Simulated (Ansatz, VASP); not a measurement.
## Lu3F2: VASP beside Ansatz

```
CELL_PARAMETERS angstrom
3.34428 0.00000 0.00000
0.00000 3.34428 0.00000
0.00000 0.00000 9.07918
ATOMIC_POSITIONS crystal
Lu 0.00000 0.50000 0.35993
Lu 0.50000 0.00000 0.64007
Lu 0.50000 0.50000 0.00000
F 0.50000 0.00000 0.26435
F 0.00000 0.50000 0.73565
```

Change from the starting cell: species swapped into the Er2Se3 type (P-4m2, No. 115).

Alike in both runs: functional PBE; k mesh 12 × 12 × 4; occupations gaussian, width 0.1 eV; no spin polarisation.

Ansatz relaxed the structure, and its values are those at the end. VASP's run is a single point on that final structure, the one shown.

|  | VASP | Ansatz |
| --- | --- | --- |
| version | VASP 6.6.1 | Ansatz 0.2.0 |
| potentials or method | VASP PAW PBE potentials, release 64 (Lu, F), cutoff 520 eV | scalar-relativistic, plane waves, PAW |
| valence electrons in the cell | 89 | 89 |

Ansatz gave:

- gap on the k mesh at the Fermi level (eV): none
- pressure (GPa): 0.0
- rms of the force components (eV/Å): 0.000

Question: Estimate VASP's values.

Answer: gap on the k mesh at the Fermi level (eV): none; pressure (GPa): 0.1; rms of the force components (eV/Å): 0.004.

A gap of «none» marks a metal or a gap that the smearing closes. The functional is the same, so the differences come from potentials, cutoffs and numerics.

Neither program's run includes spin-orbit coupling.
